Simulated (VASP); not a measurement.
Set up this calculation in VASP 6.6.1, as the native input.

```yaml
Task: single point
Functional: BLYP
Potentials_or_basis: VASP PAW PBE potentials, release 64 (Pt)
Cutoff: 520 eV
k_mesh: 14 × 14 × 10
Occupations: fermi-dirac, width 0.1 eV
Spin: no spin polarisation
Dipole_correction: no
Further_INCAR_settings: ALGO = Normal; EDIFF = 1e-06; NBANDS = 17
```

The structure of Pt lies in POSCAR:

```
Pt
1.0
   -2.3561410724      2.7329696982      1.3976066326
    2.7329696982     -2.3561410724      1.3976066326
    2.6150531777      2.6150531777     -0.7074443143
Pt
2
Direct
    0.0134122132      0.9865877868      1.0000000000
    0.7365877868      0.2634122132      0.5000000000
```

These files were run (other wordings do the same):

INCAR

```
AGGAC    = 1.0          
AGGAX    = 1.0          
ALDAC    = 0.0          
ALDAX    = 1.0          
ALGO     = Normal         # electronic algorithm
EDIFF    = 1E-6           # SCF threshold, eV
ENCUT    = 520            # plane-wave cutoff, eV
GGA      = B5             # functional
ISIF     = 2              # what is computed and relaxed
ISMEAR   = -1             # smearing method
LASPH    = T              # aspherical terms in the spheres
LCHARG   = T              # write CHGCAR
LELF     = T              # ELF
LREAL    = F              # projectors in reciprocal space
LVHAR    = T            
LWAVE    = F              # write WAVECAR
NBANDS   = 17             # bands
NELM     = 100            # most SCF steps
PREC     = Accurate       # precision mode
SIGMA    = 0.1            # smearing width, eV
```

KPOINTS

```
k-points
0
Gamma
  14 14 10
```

Potentials or basis: VASP PAW PBE potentials, release 64 (Pt).

Command:

```console
$ cat potpaw_PBE.64/Pt/POTCAR > POTCAR
$ mpirun -np 1 vasp_std > vasp.out
```

It gave:

The pressure is -10.4 GPa and the largest force is 0.015 eV/Å. The band gap on the k mesh is zero (bands 10 and 11 overlap by 1.00 eV).

Caveat: the cell stands under tension; the PAW data sets were made with another functional, which shifts forces and pressure a little; spin-orbit coupling is left out, which moves the levels of the heavy elements.

Wall time 6.5 min on 1 thread of Oxide Virtual Turin-like Processor, on a shared host, peak memory 0.37 GiB.
